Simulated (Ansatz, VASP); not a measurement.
# One calculation of Ga2GeSe3, two programs

```
CELL_PARAMETERS angstrom
3.79813 0.00000 0.00000
0.00000 3.79813 0.00000
0.00000 0.00000 10.38040
ATOMIC_POSITIONS crystal
Ga 0.50000 0.00000 0.39176
Ga 0.00000 0.50000 0.60824
Ge 0.00000 0.00000 0.00000
Se 0.50000 0.00000 0.64762
Se 0.00000 0.50000 0.35238
Se 0.50000 0.50000 0.00000
```

Change from the starting cell: species swapped into the Ti2CuSb3 type (P-4m2, No. 115).

Alike in both runs: task relaxation of cell and atoms; functional PBE; k mesh 10 × 10 × 4; occupations gaussian, width 0.1 eV; no spin polarisation.

|  | VASP | Ansatz |
| --- | --- | --- |
| version | VASP 6.6.1 | Ansatz 0.2.0 |
| potentials or method | VASP PAW PBE potentials, release 64 (Ga_d, Ge_d, Se), cutoff 600 eV | scalar-relativistic, plane waves, PAW |
| valence electrons in the cell | 58 | 88 |

```tsv
	VASP	Ansatz	Ansatz less VASP
gap on the k mesh at the Fermi level, each at its own relaxed structure (eV)	none	none	-
relaxed volume (Å³/atom)	25.37	25.38	+0.009
relaxed cell length with the largest relative difference (Å)	10.382	10.395	+0.0124
```

A gap of «none» marks a metal or a gap that the smearing closes. VASP's potentials hold 58 valence electrons a cell and Ansatz's 88, so a difference there can come from the potentials and not from the codes.
